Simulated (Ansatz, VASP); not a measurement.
**MgS: VASP beside Ansatz**

```
Mg S
1.0
     0.00000    2.83312    2.83312
     2.83312    0.00000    2.83312
     2.83312    2.83312    0.00000
Mg S
1 1
Direct
  0.00000 0.00000 0.00000
  0.75000 0.75000 0.75000
```

Alike in both runs: task single point; functional PBEsol; k mesh 8 × 8 × 8; occupations gaussian, width 0.1 eV; no spin polarisation.

|  | VASP | Ansatz |
| --- | --- | --- |
| version | VASP 6.6.1 | Ansatz 0.2.0 |
| potentials or method | VASP PAW PBE potentials, release 64 (Mg, S), cutoff 600 eV | scalar-relativistic, plane waves, PAW |
| valence electrons in the cell | 8 | 16 |

|  | VASP | Ansatz | Ansatz less VASP |
| --- | --- | --- | --- |
| gap on the k mesh at the Fermi level (eV) | 3.29 | 3.28 | -0.002 |
| least direct gap on the mesh (eV) | 3.29 | 3.28 | -0.002 |
| pressure (GPa) | -0.5 | -0.4 | +0.08 |

VASP's potentials were made for PBE, not for PBEsol. VASP's potentials hold 8 valence electrons a cell and Ansatz's 16, so a difference there can come from the potentials and not from the codes.
